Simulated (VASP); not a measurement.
# C13O in VASP: further runs

The runs below take C13O through single point, with PBE+D3(BJ).

All numbers are computed with VASP 6.6.1; they aren't measurements. Logs are shortened: lines on timing, memory, paths and dates and some standing lists are left out, and cuts for length are marked.

### 1 The cell of the first run

The cell holds a slab with vacuum, 14 atoms: a = 4.929 Å, b = 3.612 Å, c = 23.548 Å, α = 90.00°, β = 90.00°, γ = 80.17°.

### 2 Single point, PBE+D3(BJ)

INCAR

```
PREC = Accurate
ENCUT = 520
EDIFF = 1E-7
ISMEAR = 0
SIGMA = 0.05
LREAL = False
LASPH = True
NELM = 60
ALGO = Normal
ISIF = 2
LWAVE = False
LCHARG = True
LDIPOL = True
IDIPOL = 3
DIPOL = 0.5 0.5 0.307
GGA = PE
IVDW = 12
LELF = True
LVHAR = True
LVACPOTAV = True
NBANDS = 42
```

KPOINTS

```
regular mesh
0
Gamma
  6 8 1
```

POSCAR

```
C13O
1.0
    4.9292228556      0.0000000000      0.0000000000
    0.6166369004      3.5586578569      0.0000000000
    0.0000000000      0.0000000000     23.5476436662
C O
13 1
Direct
    0.3564276904      0.1499632950      0.1698683765
    0.8564276904      0.1499632950      0.1698683765
    0.0989390319      0.2099625321      0.1987042506
    0.5989390319      0.2099625321      0.1987042506
    0.0841110515      0.3299262085      0.2563592746
    0.5841110516      0.3299262085      0.2563592746
    0.3266667349      0.3895095996      0.2844286850
    0.8266667349      0.3895095996      0.2844286850
    0.3105178057      0.5194460749      0.3444814082
    0.8105178057      0.5194460749      0.3444814082
    0.0532190510      0.5779316571      0.3693636522
    0.5532190510      0.5779316571      0.3693636522
    0.1782190510      0.8279316571      0.5498488023
    0.1782190510      0.8279316571      0.5010116440
```

Potentials or basis: VASP PAW PBE potentials, release 64 (C, O).

Launch:

```bash
$ cat potpaw_PBE.64/C/POTCAR potpaw_PBE.64/O/POTCAR > POTCAR
$ mpirun -np 1 vasp_std > vasp.out
```

OUTCAR:

```text
PREC = Accurate
   ENCUT = 520
   EDIFF = 1E-7
   ISMEAR = 0
   LREAL = False
   LASPH = True
   NELM = 60
   ISIF = 2
   GGA = PE
   IVDW = 12
 IVDW          = 12

 ion  position               nearest neighbor table
   1  0.356  0.150  0.170-   3 1.42   4 1.42
   2  0.856  0.150  0.170-   4 1.42   3 1.42
   3  0.099  0.210  0.199-   1 1.42   5 1.42   2 1.42
   4  0.599  0.210  0.199-   2 1.42   6 1.42   1 1.42
   5  0.084  0.330  0.256-   8 1.41   7 1.41   3 1.42
   6  0.584  0.330  0.256-   7 1.41   8 1.41   4 1.42
   7  0.327  0.390  0.284-   6 1.41   5 1.41   9 1.49
   8  0.827  0.390  0.284-   5 1.41   6 1.41  10 1.49
   9  0.311  0.519  0.344-  11 1.38  12 1.38   7 1.49
  10  0.811  0.519  0.344-  12 1.38  11 1.38   8 1.49
  11  0.053  0.578  0.369-   9 1.38  10 1.38
  12  0.553  0.578  0.369-  10 1.38   9 1.38
  13  0.178  0.828  0.550-  14 1.15
  14  0.178  0.828  0.501-  13 1.15

  LATTYP: Found a simple monoclinic cell.
 ALAT       =     3.6116875293
 B/A-ratio  =     6.5198452178
 C/A-ratio  =     1.3647977062
 COS(beta)  =    -0.1707337347

  Lattice vectors:

 A1 = (   0.6166369004,   3.5586578569,   0.0000000000)
 A2 = (   0.0000000000,   0.0000000000, -23.5476436662)
 A3 = (  -4.9292228556,   0.0000000000,   0.0000000000)

Analysis of symmetry for initial positions (statically):
=====================================================================
 Subroutine PRICEL returns:
 Original cell was already a primitive cell.

 Routine SETGRP: Setting up the symmetry group for a
 simple monoclinic supercell.

 Subroutine GETGRP returns: Found  1 space group operations
 (whereof  1 operations were pure point group operations)
 out of a pool of  4 trial point group operations.

The static configuration has the point symmetry C_1 .

Analysis of symmetry for dynamics (positions and initial velocities):
=====================================================================
 Subroutine PRICEL returns:
 Original cell was already a primitive cell.

 Routine SETGRP: Setting up the symmetry group for a
 simple monoclinic supercell.

 Subroutine GETGRP returns: Found  1 space group operations
 (whereof  1 operations were pure point group operations)
 out of a pool of  4 trial point group operations.

The dynamic configuration has the point symmetry C_1 .

 Subroutine INISYM returns: Found  1 space group operations
 (whereof  1 operations are pure point group operations),
 and found     1 'primitive' translations

----------------------------------------------------------------------------------------

                                     Primitive cell

  volume of cell :     413.0591

  direct lattice vectors                    reciprocal lattice vectors
     4.929222856  0.000000000  0.000000000     0.202871736 -0.035153196  0.000000000
     0.616636900  3.558657857  0.000000000     0.000000000  0.281004817  0.000000000
     0.000000000  0.000000000 23.547643666     0.000000000  0.000000000  0.042467094

  length of vectors
     4.929222856  3.611687529 23.547643666     0.205894849  0.281004817  0.042467094

  position of ions in fractional coordinates (direct lattice)
     0.356427690  0.149963295  0.169868376
     0.856427690  0.149963295  0.169868376
     0.098939032  0.209962532  0.198704251
     0.598939032  0.209962532  0.198704251
     0.084111052  0.329926208  0.256359275
     0.584111052  0.329926208  0.256359275
     0.326666735  0.389509600  0.284428685
     0.826666735  0.389509600  0.284428685
     0.310517806  0.519446075  0.344481408
     0.810517806  0.519446075  0.344481408
     0.053219051  0.577931657  0.369363652
     0.553219051  0.577931657  0.369363652
     0.178219051  0.827931657  0.549848802
     0.178219051  0.827931657  0.501011644

  ion indices of the primitive-cell ions
   primitive index   ion index
                 1           1
                 2           2
                 3           3
                 4           4
                 5           5
                 6           6
                 7           7
                 8           8
                 9           9
                10          10
                11          11
                12          12
                13          13
                14          14

----------------------------------------------------------------------------------------

 KPOINTS: regular mesh

Automatic generation of k-mesh.
 Grid dimensions read from file:
 generate k-points for:    6    8    1

 Generating k-lattice:

  Cartesian coordinates                     Fractional coordinates (reciprocal lattice)
     0.033811956 -0.005858866  0.000000000     0.166666667  0.000000000  0.000000000
     0.000000000  0.035125602  0.000000000     0.000000000  0.125000000  0.000000000
     0.000000000  0.000000000  0.042467094     0.000000000  0.000000000  1.000000000

  Length of vectors
     0.034315808  0.035125602  0.042467094

  Shift w.r.t. Gamma in fractional coordinates (k-lattice)
     0.000000000  0.000000000  0.000000000

 Subroutine IBZKPT returns following result:
 ===========================================

 Found     26 irreducible k-points:

 Following reciprocal coordinates:
            Coordinates               Weight
  0.000000  0.000000  0.000000      1.000000
  0.166667 -0.000000  0.000000      2.000000
  0.333333 -0.000000  0.000000      2.000000
  0.500000 -0.000000  0.000000      1.000000
  0.000000  0.125000  0.000000      2.000000
  0.166667  0.125000  0.000000      2.000000
[... 16 lines left out ...]
  0.000000  0.500000  0.000000      1.000000
  0.166667  0.500000  0.000000      2.000000
 [... further k-points ...]
   k-points           NKPTS =     26   k-points in BZ     NKDIM =     26   number of bands    NBANDS=     42
   number of dos      NEDOS =    301   number of ions     NIONS =     14
   total plane-waves  NPLWV = 201600
   dimension x,y,z NGX =    40 NGY =   28 NGZ =  180
   dimension x,y,z NGXF=    80 NGYF=   56 NGZF=  360
   ions per type =              13   1
   NGX,Y,Z   is equivalent  to a cutoff of  13.49, 12.89, 12.71 a.u.
   NGXF,Y,Z  is equivalent  to a cutoff of  26.98, 25.78, 25.42 a.u.
 SYSTEM =  unknown system
   PREC   = accura    normal or accurate (medium, high low for compatibility)
   ISTART =      0    job   : 0-new  1-cont  2-samecut
   ICHARG =      2    charge: 1-file 2-atom 10-const
   ISPIN  =      1    spin polarized calculation?
   LNONCOLLINEAR =      F non collinear calculations
   LSORBIT =      F    spin-orbit coupling
   LASPH  =      T    aspherical Exc in radial PAW
   ENCUT  =  520.0 eV  38.22 Ry    6.18 a.u.   9.17  6.72 43.78*2*pi/ulx,y,z
   NELM   =     60;   NELMIN=  2; NELMDL= -5     # of ELM steps
   EDIFF  = 0.1E-06   stopping-criterion for ELM
   LREAL  =      F    real-space projection
   EDIFFG = 0.1E-05   stopping-criterion for IOM
   NSW    =      0    number of steps for IOM
   IBRION =     -1    ionic relax: 0-MD 1-quasi-New 2-CG
   NFREE  =      0    steps in history (QN), initial steepest desc. (CG)
   ISIF   =      2    stress and relaxation
   ISYM   =      2    0-nonsym 1-usesym 2-fastsym
   POTIM  = 0.5000    time-step for ionic-motion
   TEBEG  =    0.0;   TEEND  =   0.0 temperature during run
   PSTRESS=    0.0 pullay stress
   NELECT =      58.0000    total number of electrons
   NUPDOWN=      -1.0000    fix difference up-down
   EMIN   =  10.00;   EMAX   =-10.00  energy-range for DOS
   EFERMI =   0.00;   METHOD = LEGACY
   ISMEAR =     0;   SIGMA  =   0.05  broadening in eV -4-tet -1-fermi 0-gaus
   EFERMI_NEDOS =   21; number of points for ismear=-14 and -15
   IALGO  =     38    algorithm
   IMIX   =      4    mixing-type and parameters
     AMIX     =   0.40;   BMIX     =  1.00
     AMIX_MAG =   1.60;   BMIX_MAG =  1.00
  volume/ion in A,a.u.               =      29.50       199.10
  Fermi-wavevector in a.u.,A,eV,Ry     =   0.850903  1.607974  9.851109  0.724036
  Thomas-Fermi vector in A             =   1.966953
   LORBIT       =      0    0 simple, 1 ext, 2 COOP (PROOUT), +10 PAW based schemes
   GGA     = PE    functional components
   LHFCALC =     F    Hartree Fock is set to
   AEXX    =    0.0000 exact exchange contribution
   IVDW    =    12    specifies the selected vdW correction
   LEPSILON=     F    determine dielectric tensor
   LRPA    =     F    only Hartree local field effects (RPA)
 non-spin polarized calculation
 Gauss-broadening in eV      SIGMA  =   0.05
  energy-cutoff  :      520.00
  volume of cell :      413.06
 maximum number of plane-waves:     11163
 NGX is ok and might be reduce to    40
   NGX = 19   NGY = 13   NGZ = 87

 dipolmoment           0.000000      0.000000      0.001965 electrons x Angstroem

 number of electron      57.9999997 magnetization

 dipolmoment           0.000000      0.000000     -0.034955 electrons x Angstroem

 Free energy of the ion-electron system (eV)
  ---------------------------------------------------
  ext. energy  EPLUGINS =         0.00000000
  ---------------------------------------------------
  free energy    TOTEN  =      -112.50681518 eV

  energy without entropy =     -112.49057170  energy(sigma->0) =     -112.49869344

 E-fermi :  -3.3914     XC(G=0):  -4.1688

 val. band max:       -3.3987795013   @ k =   0.3333  -0.0000   0.0000
 cond. band min:      -3.3784806507   @ k =  -0.3333   0.3750   0.0000
 fundamental gap:      0.0202988506
 Fermi energy:        -3.3913902037

 k-point     1 :       0.0000    0.0000    0.0000
  band No.  band energies     occupation
      1     -26.5352      2.00000
      2     -22.1929      2.00000
      3     -20.4509      2.00000
      4     -18.0598      2.00000
      5     -17.9681      2.00000
      6     -17.9142      2.00000
[... 33 lines left out ...]
     40       2.8978      0.00000
     41       3.1650      0.00000

 k-point     2 :       0.1667   -0.0000    0.0000
  band No.  band energies     occupation
      1     -26.5350      2.00000
      2     -22.0693      2.00000
      3     -20.3321      2.00000
      4     -19.1746      2.00000
      5     -17.9512      2.00000
      6     -17.6302      2.00000
[... 33 lines left out ...]
     40       3.0828      0.00000
     41       3.3253      0.00000

 k-point     3 :       0.3333   -0.0000    0.0000
  band No.  band energies     occupation
      1     -26.5346      2.00000
      2     -21.6997      2.00000
      3     -20.2411      2.00000
      4     -19.9769      2.00000
      5     -18.5851      2.00000
      6     -17.6258      2.00000
[... 33 lines left out ...]
     40       3.3254      0.00000
     41       3.6230      0.00000

 k-point     4 :       0.5000   -0.0000    0.0000
  band No.  band energies     occupation
      1     -26.5344      2.00000
      2     -21.0907      2.00000
      3     -21.0850      2.00000
      4     -19.3928      2.00000
      5     -19.3881      2.00000
      6     -17.0880      2.00000
[... 825 lines left out ...]
     40       4.8608      0.00000
     41       5.0871      0.00000

 k-point    23 :       0.0000    0.5000    0.0000
  band No.  band energies     occupation
      1     -26.5072      2.00000
      2     -21.9491      2.00000
      3     -20.2858      2.00000
      4     -17.9906      2.00000
      5     -17.8428      2.00000
      6     -17.7846      2.00000
[... 33 lines left out ...]
     40       4.8413      0.00000
     41       5.0669      0.00000

 k-point    24 :       0.1667    0.5000    0.0000
  band No.  band energies     occupation
      1     -26.5071      2.00000
      2     -21.8295      2.00000
      3     -20.1698      2.00000
      4     -19.0170      2.00000
      5     -17.8833      2.00000
      6     -17.5235      2.00000
[... 33 lines left out ...]
     40       5.1604      0.00000
     41       5.2064      0.00000

 [... further k-points ...]

 [bands above 41 left out]

------------------------ aborting loop because EDIFF is reached ----------------------------------------

 Edisp (eV)   -1.47633

 E8    (eV) :    -0.4330

  FORCE on cell =-STRESS in cart. coord.  units (eV):
  Direction    XX          YY          ZZ          XY          YZ          ZX
  --------------------------------------------------------------------------------------
  -------------------------------------------------------------------------------------
  Total      -0.30449    -0.16931     1.02781     0.07697     0.76795     0.01272
  in kB      -1.18105    -0.65672     3.98667     0.29855     2.97872     0.04933
  external pressure =        0.72 kB  Pullay stress =        0.00 kB

 VOLUME and BASIS-vectors are now :
 -----------------------------------------------------------------------------
  energy-cutoff  :      520.00
  volume of cell :      413.06
      direct lattice vectors                 reciprocal lattice vectors
     4.929222856  0.000000000  0.000000000     0.202871736 -0.035153196  0.000000000
     0.616636900  3.558657857  0.000000000     0.000000000  0.281004817  0.000000000
     0.000000000  0.000000000 23.547643666     0.000000000  0.000000000  0.042467094

 POSITION                                       TOTAL-FORCE (eV/Angst)
 -----------------------------------------------------------------------------------
      1.84938      0.53367      4.00000         0.017960      0.463076      1.677162
      4.31400      0.53367      4.00000         0.006119      0.459716      1.670096
      0.61716      0.74718      4.67902        -0.012022     -0.945492     -3.186011
      3.08177      0.74718      4.67902        -0.004615     -0.942632     -3.181470
      0.61805      1.17409      6.03666        -0.017292      0.467119      1.446008
      3.08266      1.17409      6.03666         0.010317      0.469049      1.455591
      1.85040      1.38613      6.69763        -0.010402      0.004419      0.030967
      4.31501      1.38613      6.69763         0.006960     -0.004585      0.008265
      1.85092      1.84853      8.11173         0.000149      0.034710      0.080167
      4.31553      1.84853      8.11173        -0.005622     -0.014118     -0.061878
      0.61870      2.05666      8.69764        -0.058973     -0.017973     -0.014674
      3.08331      2.05666      8.69764         0.055686      0.018452      0.097636
      1.38901      2.94633     12.94764        -0.003429     -0.004025     -0.724419
      1.38901      2.94633     11.79764         0.015164      0.012285      0.702560
 -----------------------------------------------------------------------------------
    total drift:                                0.000428     -0.000827     -0.000341

  FREE ENERGIE OF THE ION-ELECTRON SYSTEM (eV)
  ---------------------------------------------------
  free  energy   TOTEN  =      -113.9831471878 eV

  energy  without entropy=     -113.9669037131  energy(sigma->0) =     -113.97502545

 vacuum level on the upper side and lower side of the slab         3.101         3.463
```

Run time: 8.3 min. Hardware: 1 thread of Intel Xeon 6975P-C (Granite Rapids), shared host; peak memory 0.67 GiB.

Results:

* Free energy: -113.9831 eV
* Largest force: 3.323 eV/Å
* Band gap on the k mesh: zero (bands 29 and 30 overlap by 0.07 eV)
* Dispersion energy per atom: -0.105 eV

Forces on the atoms (eV/Å):
```
C    0.018  0.463  1.677
C    0.006  0.460  1.670
C   -0.012 -0.945 -3.186
C   -0.005 -0.943 -3.181
C   -0.017  0.467  1.446
C    0.010  0.469  1.456
C   -0.010  0.004  0.031
C    0.007 -0.005  0.008
C    0.000  0.035  0.080
C   -0.006 -0.014 -0.062
C   -0.059 -0.018 -0.015
C    0.056  0.018  0.098
C   -0.003 -0.004 -0.724
O    0.015  0.012  0.703
```

### 3 Single point, PBE+D3(BJ)

INCAR

```
SYSTEM = C13O
PREC = Accurate ; ENCUT = 520
EDIFF = 1E-6 ; ISMEAR = 0
SIGMA = 0.05 ; LREAL = .False.
LASPH = .True. ; NELM = 60
ALGO = Normal ; ISIF = 2
LWAVE = .False. ; LCHARG = .False.
LDIPOL = .True. ; IDIPOL = 3
DIPOL = 0.5 0.5 0.307 ; GGA = PE
IVDW = 12 ; NBANDS = 42
```

KPOINTS

```
Automatic mesh
0
Gamma
  6 8 1
  0 0 0
```

Changes to POSCAR since step 2:

```diff
@@ -20,3 +20,3 @@
     0.5532190510      0.5779316571      0.3693636522
-    0.1782190510      0.8279316571      0.5498488023
-    0.1782190510      0.8279316571      0.5010116440
+    0.1782190510      1.3279316571      0.5498488023
+    0.1782190510      1.3279316571      0.5010116440
```

Potentials or basis: VASP PAW PBE potentials, release 64 (C, O).

Launch:

```bash
$ cat potpaw_PBE.64/C/POTCAR potpaw_PBE.64/O/POTCAR > POTCAR
$ mpirun -np 1 vasp_std > vasp.out
```

Wall time 7.6 min (1 thread of Intel Xeon 6975P-C (Granite Rapids), shared host); peak memory 0.66 GiB.

The run converged. Its results:

| Item | Value |
| --- | --- |
| Free energy | -113.9835 eV |
| Largest force | 3.330 eV/Å |
| Band gap on the k mesh | zero (bands 29 and 30 overlap by 0.06 eV) |
| Dispersion energy per atom | -0.105 eV |

Forces in eV/Å, atoms in the order of the input:
```
C    0.018  0.465  1.680
C    0.006  0.462  1.676
C   -0.012 -0.949 -3.192
C   -0.004 -0.945 -3.187
C   -0.012  0.468  1.449
C    0.005  0.472  1.458
C   -0.011  0.003  0.025
C    0.008 -0.003  0.011
C    0.002  0.015  0.048
C   -0.007 -0.011 -0.030
C   -0.031  0.020 -0.023
C    0.030  0.018  0.103
C   -0.002  0.005 -0.726
O    0.011 -0.018  0.709
```

Levels at points of the mesh, in eV from the Fermi level:
```
           k point  band 27  band 28  band 29  band 30  band 31  band 32
(0.00, 0.00, 0.00)    -0.51    -0.41    -0.35     0.53     0.95     1.36
(0.50, 0.00, 0.00)    -1.43    -0.14    -0.13    -0.04    -0.03     3.08
(0.00, 0.50, 0.00)    -0.45    -0.26    -0.20     0.22     0.58     0.78
(0.50, 0.50, 0.00)    -1.87     0.02     0.02     0.13     0.13     2.85
```

### 4 Single point, PBE+D3(BJ)

INCAR

```
ALGO = Normal
DIPOL = 0.5 0.5 0.307
EDIFF = 1E-7
ENCUT = 520
GGA = PE
IDIPOL = 3
ISIF = 2
ISMEAR = 0
IVDW = 12
LASPH = True
LCHARG = False
LDIPOL = True
LREAL = False
LWAVE = False
NBANDS = 42
NELM = 60
PREC = Accurate
SIGMA = 0.05
```

KPOINTS

```
k-points
0
Gamma
  6 8 1
```

Changes to POSCAR since step 3:

```diff
@@ -20,3 +20,3 @@
     0.5532190510      0.5779316571      0.3693636522
-    0.1782190510      1.3279316571      0.5498488023
-    0.1782190510      1.3279316571      0.5010116440
+    0.4282190510      0.8279316571      0.5498488023
+    0.4282190510      0.8279316571      0.5010116440
```

Launch:

```bash
$ cat potpaw_PBE.64/C/POTCAR potpaw_PBE.64/O/POTCAR > POTCAR
$ mpirun -np 1 vasp_std > vasp.out
```

It took 8.8 min on 1 thread of Intel Xeon 6975P-C (Granite Rapids), shared host; peak memory 0.66 GiB.

The run converged. Its results:

| Quantity | Value |
| --- | --- |
| Free energy | -113.9798 eV |
| Largest force | 3.325 eV/Å |
| Band gap on the k mesh | zero (bands 29 and 30 overlap by 0.07 eV) |
| Dispersion energy per atom | -0.105 eV |

Forces on the atoms (eV/Å):
```
C    0.005  0.463  1.676
C    0.019  0.460  1.671
C   -0.012 -0.943 -3.181
C   -0.005 -0.945 -3.187
C   -0.013  0.470  1.457
C    0.007  0.467  1.445
C    0.011  0.002  0.027
C   -0.014 -0.002  0.011
C   -0.004  0.026  0.058
C    0.000 -0.006 -0.041
C   -0.032  0.025  0.118
C    0.048 -0.028 -0.044
C    0.003 -0.005 -0.723
O   -0.015  0.018  0.712
```

Levels at points of the mesh, in eV from the Fermi level:
| k point | band 25 | band 26 | band 27 | band 28 | band 29 | band 30 | band 31 | band 32 | band 33 | band 34 |
| --- | --- | --- | --- | --- | --- | --- | --- | --- | --- | --- |
| (0.00, 0.00, 0.00) | -1.86 | -1.51 | -0.52 | -0.41 | -0.35 | 0.53 | 0.94 | 1.36 | 2.41 | 3.04 |
| (0.50, 0.00, 0.00) | -3.15 | -1.44 | -1.43 | -0.14 | -0.13 | -0.04 | -0.03 | 3.07 | 3.08 | 3.45 |
| (0.00, 0.50, 0.00) | -2.65 | -2.39 | -0.45 | -0.26 | -0.20 | 0.21 | 0.58 | 0.79 | 2.18 | 2.73 |
| (0.50, 0.50, 0.00) | -2.84 | -1.88 | -1.87 | 0.02 | 0.02 | 0.13 | 0.14 | 2.84 | 2.85 | 3.30 |

### 5 Summary

| cell | gap on the mesh (eV) | largest force (eV/Å) |
| --- | --- | --- |
| as given, atomic positions A | none | 3.32 |
| as given, atomic positions B | none | 3.33 |
| as given, atomic positions C | none | 3.32 |

Alike in all rows: task single point; level PBE+D3(BJ); potentials or basis VASP PAW PBE potentials, release 64 (C, O); no spin polarisation; k mesh 6 × 8 × 1; cutoff (eV) 520; smearing gaussian 0.05 eV.

Absolute energies hang on the potentials; compare differences alone.

The gap in the log of VASP goes by the Fermi energy; the results here count the filled bands.